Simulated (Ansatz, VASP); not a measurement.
**Ga: VASP beside Ansatz**

File INCAR:

```
  PREC = Accurate
  ENCUT = 520
  EDIFF = 1E-6
  ISMEAR = 0
  SIGMA = 0.15
  LREAL = False
  LASPH = True
  NELM = 60
  ALGO = Fast
  ISIF = 2
  LWAVE = False
  LCHARG = True
  GGA = PS
  LELF = True
  LVHAR = True
  NBANDS = 12
```

KPOINTS

```
Automatic mesh
0
Gamma
  24 24 24
```

POSCAR

```
Ga
1.0
   -1.4040000000      1.3759200000      2.2290000000
    1.4040000000     -1.3759200000      2.2290000000
    1.4040000000      1.3759200000     -2.2290000000
Ga
1
Direct
    0.0000000000      0.0000000000      0.0000000000
```

Input for Ansatz:

```yaml
crystal:
  lattice:
    - [-1.404, 1.37592, 2.229]
    - [1.404, -1.37592, 2.229]
    - [1.404, 1.37592, -2.229]
  atoms:
    - { symbol: Ga, position: [0.0, 0.0, 0.0] }
basis:
  ecutwfc: 420
kpoints:
  mp_grid: { grid: [24, 24, 24] }
hamiltonian:
  xc: pbesol
scf:
  occupations: { method: gaussian, width: 0.15 }
output:
  forces: true
  stress: true
  eigenvalues: true
```

Change from the starting cell: strain -0.0200 x Voigt [0, 1, 0, 0, 0, 0], atoms carried along.

Alike in both runs: task single point; functional PBEsol; k mesh 24 × 24 × 24; occupations gaussian, width 0.15 eV; no spin polarisation.

|  | VASP | Ansatz |
| --- | --- | --- |
| version | VASP 6.6.1 | Ansatz 0.2.0 |
| potentials or method | VASP PAW PBE potentials, release 64 (Ga_d), cutoff 520 eV | scalar-relativistic, plane waves, PAW |
| valence electrons in the cell | 13 | 13 |

```tsv
	VASP	Ansatz	Ansatz less VASP
gap on the k mesh at the Fermi level (eV)	none	none	-
pressure (GPa)	1.9	1.8	-0.12
traceless stress, the component that is largest in VASP (GPa)	0.34	0.33	-0.004
```

VASP's potentials were made for PBE, not for PBEsol. A gap of «none» marks a metal or a gap that the smearing closes.
